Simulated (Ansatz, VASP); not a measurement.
# One calculation of Ru, two programs

```xyz
2
Lattice="2.7023 0.0000 0.0000 -1.3512 2.3403 0.0000 0.0000 0.0000 4.2660" Properties=species:S:1:pos:R:3 pbc="T T T"
Ru    0.0000    1.5602    1.0665
Ru    1.3512    0.7801    3.1995
```

Alike in both runs: functional r2SCAN; k mesh 18 × 18 × 10; occupations gaussian, width 0.1 eV; no spin polarisation.

Ansatz relaxed the structure, and its values are those at the end. VASP's run is a single point on that final structure, the one shown.

|  | VASP | Ansatz |
| --- | --- | --- |
| version | VASP 6.6.1 | Ansatz 0.2.0 |
| potentials or method | VASP PAW PBE potentials, release 64 (Ru_pv), cutoff 520 eV | scalar-relativistic, plane waves, PAW |
| valence electrons in the cell | 28 | 32 |

```tsv
	VASP	Ansatz	Ansatz less VASP
gap on the k mesh at the Fermi level (eV)	none	none	-
pressure (GPa)	1.5	0.0	-1.54
```

VASP's potentials were made for PBE, not for r2SCAN. A gap of «none» marks a metal or a gap that the smearing closes. VASP's potentials hold 28 valence electrons a cell and Ansatz's 32, so a difference there can come from the potentials and not from the codes.
